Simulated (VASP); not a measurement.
A run of VASP 6.6.1:

File INCAR:

```
  PREC = Accurate
  ENCUT = 520
  EDIFF = 1E-6
  ISMEAR = -1
  SIGMA = 0.05
  LREAL = F
  LASPH = T
  NELM = 80
  ALGO = Normal
  ISIF = 2
  LWAVE = F
  LCHARG = T
  LELF = T
  LVHAR = T
  NBANDS = 15
```

Contents of KPOINTS:

```
regular mesh
0
Gamma
  4 4 1
```

Contents of POSCAR:

```
HfH4
1.0
    6.5863200000      0.0000000000      0.0000000000
    0.0000000000      6.5863200000      0.0000000000
    0.0000000000      0.0000000000     28.0592400000
Hf H
1 4
Direct
    0.5000000000      0.5000000000      0.2851100000
    0.2724200000      0.5000000000      0.3228700000
    0.7275800000      0.5000000000      0.3228700000
    0.5000000000      0.7275800000      0.2473500000
    0.5000000000      0.2724200000      0.2473500000
```

Potentials or basis: VASP PAW LDA potentials, release 64 (Hf_pv, H).

Run with:

```console
$ cat potpaw_LDA.64/Hf_pv/POTCAR potpaw_LDA.64/H/POTCAR > POTCAR
$ mpirun -np 1 vasp_std > vasp.out
```

Hardware: 1 thread of Intel(R) Xeon(R) Platinum 8559C (Emerald Rapids), with other jobs on the host.

Problem. Estimate the wall time of this run.

Solution. Run time: 2.6 min on 1 thread of Intel(R) Xeon(R) Platinum 8559C (Emerald Rapids) (shared host), peak memory 0.7 GiB. Counts: scf iterations 24, k points 6.
